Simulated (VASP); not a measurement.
Here is a VASP 6.6.1 calculation.

File INCAR:

```
PREC = Accurate
ENCUT = 600
EDIFF = 1E-7
ISMEAR = 0
SIGMA = 0.1
LREAL = F
LASPH = T
NELM = 120
ALGO = Normal
ISIF = 3
LWAVE = F
LCHARG = F
GGA = PE
IVDW = 12
IBRION = 2
NSW = 100
EDIFFG = -0.002
GGA_COMPAT = F
NELMIN = 4
```

File KPOINTS:

```
Automatic mesh
0
Gamma
  16 16 16
```

POSCAR

```
TiC
1.0
    0.0000000000      2.1657188400      2.1657188400
    2.1657188400      0.0000000000      2.1657188400
    2.1657188400      2.1657188400      0.0000000000
Ti C
1 1
Direct
    0.0000000000      0.0000000000      0.0000000000
    0.5000000000      0.5000000000      0.5000000000
```

Potentials or basis: VASP PAW PBE potentials, release 64 (Ti_sv, C).

Run with:

```bash
$ cat potpaw_PBE.64/Ti_sv/POTCAR potpaw_PBE.64/C/POTCAR > POTCAR
$ mpirun -np 1 vasp_std > vasp.out
```

Task: What does it give for the dispersion energy per atom?

Result: -0.458 eV.

Task: Estimate the relaxed volume.

Result: 9.88 Å³/atom.

Step by step:
```tsv
step	energy change (eV)	largest force (eV/Å)	pressure (GPa)	volume (Å³)
1	0.0000	0.0000	-6.91	20.32
2	0.0096	0.0000	10.24	19.05
3	-0.0123	0.0000	-0.05	19.76
4	-0.0123	0.0000	0.08	19.75
5	-0.0123	0.0000	-0.08	19.77
6	-0.0123	0.0000	0.00	19.76
```

Caveat: pairwise dispersion overbinds metals, which lowers pressure and volume.
